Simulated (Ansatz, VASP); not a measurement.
Two plane-wave programs on C

The input INCAR:

```
PREC     = Accurate       # precision mode
ENCUT    = 520            # plane-wave cutoff, eV
EDIFF    = 1E-6           # SCF threshold, eV
ISMEAR   = 0              # smearing method
SIGMA    = 0.05           # smearing width, eV
LREAL    = F              # projectors in reciprocal space
LASPH    = T              # aspherical terms in the spheres
NELM     = 100            # most SCF steps
ALGO     = Normal         # electronic algorithm
ISIF     = 2              # what is computed and relaxed
LWAVE    = F              # write WAVECAR
LCHARG   = F              # write CHGCAR
LDIPOL   = T            
IDIPOL   = 3            
DIPOL    = 0.5 0.5 0.500
GGA      = PS             # functional
NBANDS   = 41             # bands
```

The input KPOINTS:

```
Automatic mesh
0
Gamma
  11 11 1
```

Contents of POSCAR:

```
C
1.0
    2.5129226041      0.0000000000      0.0000000000
    0.0000000000      2.5129226041      0.0000000000
    0.0000000000      0.0000000000     26.5498799905
C
14
Direct
    0.0000000000      0.5000000000      0.2824871526
    0.0000000000      0.0000000000      0.3159506676
    0.5000000000      0.0000000000      0.3494141826
    0.5000000000      0.5000000000      0.3828776975
    0.0000000000      0.5000000000      0.4163412125
    0.0000000000      0.0000000000      0.4498047275
    0.5000000000      0.0000000000      0.4832682425
    0.5000000000      0.5000000000      0.5167317575
    0.0000000000      0.5000000000      0.5501952725
    0.0000000000      0.0000000000      0.5836587875
    0.5000000000      0.0000000000      0.6171223025
    0.5000000000      0.5000000000      0.6505858174
    0.0000000000      0.5000000000      0.6840493324
    0.0000000000      0.0000000000      0.7175128474
```

Input for Ansatz:

```yaml
crystal:
  lattice:
    - [2.5129226041, 0.0, 0.0]
    - [0.0, 2.5129226041, 0.0]
    - [0.0, 0.0, 26.5498799905]
  atoms:
    - { symbol: C, position: [0.0, 0.5, 0.2824871526] }
    - { symbol: C, position: [0.0, 0.0, 0.3159506676] }
    - { symbol: C, position: [0.5, 0.0, 0.3494141826] }
    - { symbol: C, position: [0.5, 0.5, 0.3828776975] }
    - { symbol: C, position: [0.0, 0.5, 0.4163412125] }
    - { symbol: C, position: [0.0, 0.0, 0.4498047275] }
    - { symbol: C, position: [0.5, 0.0, 0.4832682425] }
    - { symbol: C, position: [0.5, 0.5, 0.5167317575] }
    - { symbol: C, position: [0.0, 0.5, 0.5501952725] }
    - { symbol: C, position: [0.0, 0.0, 0.5836587875] }
    - { symbol: C, position: [0.5, 0.0, 0.6171223025] }
    - { symbol: C, position: [0.5, 0.5, 0.6505858174] }
    - { symbol: C, position: [0.0, 0.5, 0.6840493324] }
    - { symbol: C, position: [0.0, 0.0, 0.7175128474] }
basis:
  ecutwfc: 420
kpoints:
  mp_grid: { grid: [11, 11, 1] }
hamiltonian:
  xc: pbesol
scf:
  occupations: { method: gaussian, width: 0.05 }
output:
  forces: true
  stress: true
  eigenvalues: true
efield:
  axis: 3
  dipole_correction: true
```

Alike in both runs: task single point; functional PBEsol; k mesh 11 × 11 × 1; occupations gaussian, width 0.05 eV; no spin polarisation.

|  | VASP | Ansatz |
| --- | --- | --- |
| version | VASP 6.6.1 | Ansatz 0.2.0 |
| potentials or method | VASP PAW PBE potentials, release 64 (C), cutoff 520 eV | scalar-relativistic, plane waves, PAW |
| valence electrons in the cell | 56 | 56 |

VASP gave:

* gap on the k mesh at the Fermi level (eV): none
* rms of the force components (eV/Å): 0.723

**Question.** What did Ansatz give for the same quantities?

**Answer.** gap on the k mesh at the Fermi level (eV): none; rms of the force components (eV/Å): 0.730.

VASP's potentials were made for PBE, not for PBEsol. Atom by atom the forces differ by 0.011 eV/Å (rms over components). A gap of «none» marks a metal or a gap that the smearing closes. The functional is the same, so the differences come from potentials, cutoffs and numerics.
